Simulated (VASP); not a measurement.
# AlGa5Sb6 in VASP: a series of runs

AlGa5Sb6 is run at these levels: PBE; tasks: single point.

Program: VASP 6.6.1. These are calculated values, not measurements. Logs are shortened: lines on timing, memory, paths and dates and some standing lists are left out, and cuts for length are marked.

## 1. The cell of the first run

The structure is tetragonal, space group P-4m2 (No. 115). Conventional cell: a = 4.398 Å, b = 4.398 Å, c = 18.631 Å, α = 90.00°, β = 90.00°, γ = 90.00°. Al (site symmetry -4m2) has 4 Sb at 2.69 Å within 3.6 Å. Ga (site symmetry 2mm) has 4 Sb at 2.69 Å within 3.5 Å. Within 3.5 Å of Ga (site symmetry 2mm) lie 4 Sb at 2.69 Å. Ga (site symmetry -4m2) has 4 Sb at 2.69 Å within 3.5 Å. Within 3.5 Å of Sb (site symmetry 2mm) lie 4 Ga at 2.69 Å. Within 3.6 Å of Sb (site symmetry 2mm) lie 2 Al at 2.69 Å and 2 Ga at 2.69 Å. Sb (site symmetry 2mm) has 4 Ga at 2.69 Å within 3.5 Å.

## 2. Single point, PBE

File INCAR:

```
SYSTEM = AlGa5Sb6
ALGO = Normal
EDIFF = 1E-7
ENCUT = 520
GGA = PE
ISIF = 2
ISMEAR = 0
LASPH = .True.
LCHARG = .False.
LREAL = .False.
LWAVE = .False.
NBANDS = 61
NELM = 100
PREC = Accurate
SIGMA = 0.1
```

File KPOINTS:

```
k-points
0
Gamma
  8 8 2
  0 0 0
```

File POSCAR:

```
AlGa5Sb6
1.0
    4.3982387000      0.0000000000      0.0000000000
    0.0000000000      4.3982387000      0.0000000000
    0.0000000000      0.0000000000     18.6313789000
Al Ga Sb
1 5 6
Direct
    0.0000000000      0.0000000000      0.0000000000
    0.0000000000      0.0000000000      0.6665620000
    0.5000000000      0.5000000000      0.8330260000
    0.5000000000      0.5000000000      0.1669740000
    0.0000000000      0.0000000000      0.3334380000
    0.5000000000      0.5000000000      0.5000000000
    0.5000000000      0.0000000000      0.7498030000
    0.0000000000      0.5000000000      0.9165410000
    0.5000000000      0.0000000000      0.0834590000
    0.0000000000      0.5000000000      0.2501970000
    0.5000000000      0.0000000000      0.4167210000
    0.0000000000      0.5000000000      0.5832790000
```

Potentials or basis: VASP PAW PBE potentials, release 64 (Al, Ga_d, Sb).

On the command line:

```sh
$ cat potpaw_PBE.64/Al/POTCAR potpaw_PBE.64/Ga_d/POTCAR potpaw_PBE.64/Sb/POTCAR > POTCAR
$ mpirun -np 1 vasp_std > vasp.out
```

OUTCAR:

```text
SYSTEM = AlGa5Sb6
   EDIFF = 1E-7
   ENCUT = 520
   GGA = PE
   ISIF = 2
   ISMEAR = 0
   LASPH = .True.
   LREAL = .False.
   NELM = 100
   PREC = Accurate

 ion  position               nearest neighbor table
   1  0.000  0.000  0.000-   8 2.69   9 2.69   8 2.69   9 2.69
   2  0.000  0.000  0.667-   7 2.69   7 2.69  12 2.69  12 2.69
   3  0.500  0.500  0.833-   7 2.69   7 2.69   8 2.69   8 2.69
   4  0.500  0.500  0.167-  10 2.69  10 2.69   9 2.69   9 2.69
   5  0.000  0.000  0.333-  10 2.69  10 2.69  11 2.69  11 2.69
   6  0.500  0.500  0.500-  11 2.69  12 2.69  11 2.69  12 2.69
   7  0.500  0.000  0.750-   3 2.69   3 2.69   2 2.69   2 2.69
   8  0.000  0.500  0.917-   1 2.69   1 2.69   3 2.69   3 2.69
   9  0.500  0.000  0.083-   1 2.69   1 2.69   4 2.69   4 2.69
  10  0.000  0.500  0.250-   4 2.69   4 2.69   5 2.69   5 2.69
  11  0.500  0.000  0.417-   6 2.69   6 2.69   5 2.69   5 2.69
  12  0.000  0.500  0.583-   6 2.69   6 2.69   2 2.69   2 2.69

  LATTYP: Found a simple tetragonal cell.
 ALAT       =     4.3982387000
 C/A-ratio  =     4.2360999870

  Lattice vectors:

 A1 = (   4.3982387000,   0.0000000000,   0.0000000000)
 A2 = (   0.0000000000,   4.3982387000,   0.0000000000)
 A3 = (   0.0000000000,   0.0000000000,  18.6313789000)

Analysis of symmetry for initial positions (statically):
=====================================================================
 Subroutine PRICEL returns:
 Original cell was already a primitive cell.

 Routine SETGRP: Setting up the symmetry group for a
 simple tetragonal supercell.

 Subroutine GETGRP returns: Found  8 space group operations
 (whereof  8 operations were pure point group operations)
 out of a pool of 16 trial point group operations.

The static configuration has the point symmetry D_2d.

Analysis of symmetry for dynamics (positions and initial velocities):
=====================================================================
 Subroutine PRICEL returns:
 Original cell was already a primitive cell.

 Routine SETGRP: Setting up the symmetry group for a
 simple tetragonal supercell.

 Subroutine GETGRP returns: Found  8 space group operations
 (whereof  8 operations were pure point group operations)
 out of a pool of 16 trial point group operations.

The dynamic configuration has the point symmetry D_2d.

 Subroutine INISYM returns: Found  8 space group operations
 (whereof  8 operations are pure point group operations),
[... 126 lines left out ...]
   PSTRESS=    0.0 pullay stress
   NELECT =      98.0000    total number of electrons
   NUPDOWN=      -1.0000    fix difference up-down
   EMIN   =  10.00;   EMAX   =-10.00  energy-range for DOS
   EFERMI =   0.00;   METHOD = LEGACY
   ISMEAR =     0;   SIGMA  =   0.10  broadening in eV -4-tet -1-fermi 0-gaus
   EFERMI_NEDOS =   21; number of points for ismear=-14 and -15
   IALGO  =     38    algorithm
   IMIX   =      4    mixing-type and parameters
     AMIX     =   0.40;   BMIX     =  1.00
     AMIX_MAG =   1.60;   BMIX_MAG =  1.00
  volume/ion in A,a.u.               =      30.03       202.68
  Fermi-wavevector in a.u.,A,eV,Ry     =   1.060594  2.004233 15.304656  1.124860
  Thomas-Fermi vector in A             =   2.195981
   LORBIT       =      0    0 simple, 1 ext, 2 COOP (PROOUT), +10 PAW based schemes
   GGA     = PE    functional components
   LHFCALC =     F    Hartree Fock is set to
   AEXX    =    0.0000 exact exchange contribution
   IVDW    =     0    specifies the selected vdW correction
   LEPSILON=     F    determine dielectric tensor
   LRPA    =     F    only Hartree local field effects (RPA)
 non-spin polarized calculation
 Gauss-broadening in eV      SIGMA  =   0.10
  energy-cutoff  :      520.00
  volume of cell :      360.41
 maximum number of plane-waves:      9748
 NGX is ok and might be reduce to    36
   NGX = 17   NGY = 17   NGZ = 69

 number of electron      97.9999957 magnetization

 Free energy of the ion-electron system (eV)
  ---------------------------------------------------
  ext. energy  EPLUGINS =         0.00000000
  ---------------------------------------------------
  free energy    TOTEN  =       -45.05456699 eV

  energy without entropy =      -45.05290132  energy(sigma->0) =      -45.05373416

 E-fermi :   4.4488     XC(G=0):  -8.8171

 val. band max:        4.3988880676   @ k =   0.0000   0.0000   0.0000
 cond. band min:       4.7268200919   @ k =   0.5000   0.0000   0.5000
 fundamental gap:      0.3279320243
 Fermi energy:         4.4488245468

 k-point     1 :       0.0000    0.0000    0.0000
  band No.  band energies     occupation
      1     -10.5324      2.00000
      2     -10.5301      2.00000
      3     -10.5199      2.00000
      4     -10.5079      2.00000
      5     -10.4988      2.00000
      6     -10.4988      2.00000
[... 1525 lines left out ...]
     60       7.9326      0.00000
     61       7.9680      0.00000

 [... further k-points ...]

------------------------ aborting loop because EDIFF is reached ----------------------------------------

  FORCE on cell =-STRESS in cart. coord.  units (eV):
  Direction    XX          YY          ZZ          XY          YZ          ZX
  --------------------------------------------------------------------------------------
  -------------------------------------------------------------------------------------
  Total        0.1776197      0.1776197      0.1894096      0.0000000      0.0000000      0.0000000
  in kB        0.7895855      0.7895855      0.8419959      0.0000000      0.0000000      0.0000000
  external PRESSURE =       0.8070557 kB  Pullay stress =       0.0000000 kB

 VOLUME and BASIS-vectors are now :
 -----------------------------------------------------------------------------
  energy-cutoff  :      520.00
  volume of cell :      360.41
      direct lattice vectors                 reciprocal lattice vectors
     4.398238700  0.000000000  0.000000000     0.227363740  0.000000000  0.000000000
     0.000000000  4.398238700  0.000000000     0.000000000  0.227363740  0.000000000
     0.000000000  0.000000000 18.631378900     0.000000000  0.000000000  0.053672893

 POSITION                                       TOTAL-FORCE (eV/Angst)
 -----------------------------------------------------------------------------------
      0.00000      0.00000      0.00000        -0.000000      0.000000      0.000000
      0.00000      0.00000     12.41897        -0.000000      0.000000      0.000174
      2.19912      2.19912     15.52042        -0.000000     -0.000000     -0.002752
      2.19912      2.19912      3.11096        -0.000000      0.000000      0.002752
      0.00000      0.00000      6.21241         0.000000      0.000000     -0.000174
      2.19912      2.19912      9.31569        -0.000000     -0.000000      0.000000
      2.19912      0.00000     13.96986        -0.000000      0.000000      0.001014
      0.00000      2.19912     17.07642        -0.000000      0.000000     -0.014650
      2.19912      0.00000      1.55496        -0.000000      0.000000      0.014650
      0.00000      2.19912      4.66152        -0.000000      0.000000     -0.001014
      2.19912      0.00000      7.76409        -0.000000      0.000000      0.000090
      0.00000      2.19912     10.86729        -0.000000      0.000000     -0.000090
 -----------------------------------------------------------------------------------
    total drift:                                0.000000      0.000000      0.000000

  FREE ENERGIE OF THE ION-ELECTRON SYSTEM (eV)
  ---------------------------------------------------
  free  energy   TOTEN  =       -45.0545669939 eV

  energy  without entropy=      -45.0529013206  energy(sigma->0) =      -45.05373416
```

OSZICAR:

```text
N       E                     dE             d eps       ncg     rms          rms(c)
DAV:   1     0.827386054010E+03    0.82739E+03   -0.40319E+04  3852   0.186E+03
DAV:   2     0.887313770355E+02   -0.73865E+03   -0.71225E+03  4084   0.514E+02
DAV:   3    -0.363709391345E+02   -0.12510E+03   -0.11934E+03  4256   0.158E+02
DAV:   4    -0.450227611199E+02   -0.86518E+01   -0.85385E+01  4411   0.415E+01
DAV:   5    -0.453583907319E+02   -0.33563E+00   -0.33448E+00  5331   0.846E+00    0.772E+00
DAV:   6    -0.451140953488E+02    0.24430E+00   -0.55099E-01  5191   0.570E+00    0.443E+00
DAV:   7    -0.450457324651E+02    0.68363E-01   -0.33371E-01  4227   0.249E+00    0.758E-01
DAV:   8    -0.450505468009E+02   -0.48143E-02   -0.37234E-02  4225   0.162E+00    0.298E-01
DAV:   9    -0.450534216901E+02   -0.28749E-02   -0.97223E-03  4343   0.820E-01    0.985E-02
DAV:  10    -0.450541219512E+02   -0.70026E-03   -0.12025E-03  4785   0.365E-01    0.473E-02
DAV:  11    -0.450544328105E+02   -0.31086E-03   -0.36288E-04  4157   0.129E-01    0.239E-02
DAV:  12    -0.450545582520E+02   -0.12544E-03   -0.20656E-04  4069   0.126E-01    0.811E-03
DAV:  13    -0.450545652585E+02   -0.70064E-05   -0.27653E-05  5540   0.470E-02    0.395E-03
DAV:  14    -0.450545663100E+02   -0.10516E-05   -0.34637E-06  4396   0.126E-02    0.140E-03
DAV:  15    -0.450545668345E+02   -0.52445E-06   -0.65633E-07  4207   0.744E-03    0.565E-04
DAV:  16    -0.450545669490E+02   -0.11450E-06   -0.71339E-08  2497   0.541E-03    0.205E-04
DAV:  17    -0.450545669939E+02   -0.44931E-07   -0.29650E-08  2338   0.148E-03
   1 F= -.45054567E+02 E0= -.45053734E+02  d E =-.166567E-02
```

stdout:

```text
POSCAR found type information on POSCAR AlGaSb
 POSCAR found :  3 types and      12 ions
 scaLAPACK will be used
 LDA part: xc-table for (Slater+PW92), standard interpolation
 POSCAR, INCAR and KPOINTS ok, starting setup
 FFT: planning ... GRIDC
 FFT: planning ... GRID_SOFT
 FFT: planning ... GRID
 WAVECAR not read
 entering main loop
```

It took 7.7 min on 1 thread of AMD EPYC 9R45 (Zen 5), shared host; peak memory 0.74 GiB.

Results:

* Free energy: -45.0546 eV
* Pressure: 0.1 GPa
* Largest force: 0.015 eV/Å
* Band gap on the k mesh: zero (filled and empty bands touch)

Forces on the atoms (eV/Å):
```
Al   0.000  0.000  0.000
Ga   0.000  0.000  0.000
Ga   0.000  0.000 -0.003
Ga   0.000  0.000  0.003
Ga   0.000  0.000  0.000
Ga   0.000  0.000  0.000
Sb   0.000  0.000  0.001
Sb   0.000  0.000 -0.015
Sb   0.000  0.000  0.015
Sb   0.000  0.000 -0.001
Sb   0.000  0.000  0.000
Sb   0.000  0.000  0.000
```

Caveat: semilocal functionals underestimate gaps, so a narrow gap can read as zero; spin-orbit coupling is left out, which moves the levels of the heavy elements.

## 3. Single point, PBE

File INCAR:

```
SYSTEM = AlGa5Sb6
  PREC = Accurate
  ENCUT = 520
  EDIFF = 1E-7
  ISMEAR = 0
  SIGMA = 0.2
  LREAL = .False.
  LASPH = .True.
  NELM = 100
  ALGO = Normal
  ISIF = 2
  LWAVE = .False.
  LCHARG = .False.
  GGA = PE
  NBANDS = 61
```

File KPOINTS:

```
regular mesh
0
Gamma
  6 6 2
  0 0 0
```

File POSCAR:

```
AlGa5Sb6
1.0
    4.4028943232     -0.0001103343      0.0003313344
   -0.0001089456      4.4033753489      0.0002615922
    0.0021075704      0.0007568121     18.5956293832
Al Ga Sb
1 5 6
Direct
    0.0000147681     -0.0001859091     -0.0000074940
    0.0000425012     -0.0003421745      0.6665130979
    0.4998321948      0.5002186190      0.8329365927
    0.5002730393      0.4998594308      0.1670524118
    0.0001155854      0.0000674155      0.3334785535
    0.4999278332      0.5003088343      0.5000075957
    0.4999632436      0.0002096274      0.7497480161
   -0.0001710645      0.4998699939      0.9164625577
    0.4999596351     -0.0001334905      0.0835271118
    0.0001619679      0.5000509079      0.2502585481
    0.5000039979      0.0003340104      0.4167518953
   -0.0001237021      0.4997427351      0.5832711134
```

Potentials or basis: VASP PAW PBE potentials, release 64 (Al, Ga_d, Sb).

On the command line:

```sh
$ cat potpaw_PBE.64/Al/POTCAR potpaw_PBE.64/Ga_d/POTCAR potpaw_PBE.64/Sb/POTCAR > POTCAR
$ mpirun -np 1 vasp_std > vasp.out
```

Wall time 8.4 min (1 thread of Intel Xeon 6975P-C (Granite Rapids), shared host); peak memory 0.88 GiB.

It converged, with:

```
Free energy   : -45.0123 eV
Pressure      : 0.1 GPa
Largest force : 0.009 eV/Å
```

Forces on the atoms (eV/Å):
```
Al  -0.001  0.001  0.000
Ga  -0.001  0.001  0.002
Ga   0.001 -0.001  0.001
Ga  -0.002  0.000 -0.002
Ga  -0.002  0.000  0.000
Ga   0.000  0.000  0.000
Sb   0.001 -0.001 -0.001
Sb   0.000  0.000 -0.007
Sb   0.002  0.001  0.009
Sb   0.001  0.000  0.000
Sb   0.002 -0.002 -0.001
Sb   0.001  0.001 -0.001
```

Levels at points of the mesh, in eV from the Fermi level:
```tsv
k point	band 47	band 48	band 49	band 50	band 51	band 52
(0.00, 0.00, 0.00)	-0.16	-0.10	-0.10	-0.09	0.89	0.89
(0.50, 0.00, 0.00)	-1.17	-1.16	-1.16	0.82	0.87	0.88
(0.00, 0.50, 0.00)	-1.17	-1.16	-1.16	0.82	0.87	0.88
(0.50, 0.50, 0.00)	-2.45	-2.45	-2.44	0.82	1.05	1.23
(0.00, 0.00, 0.50)	-0.46	-0.38	-0.38	0.79	0.86	0.99
(0.50, 0.00, 0.50)	-1.15	-1.14	-1.12	0.23	0.45	1.59
(0.00, 0.50, 0.50)	-1.15	-1.14	-1.12	0.23	0.46	1.59
(0.50, 0.50, 0.50)	-2.60	-2.60	-2.60	1.23	1.39	1.39
```

Caveat: spin-orbit coupling is left out, which moves the levels of the heavy elements.
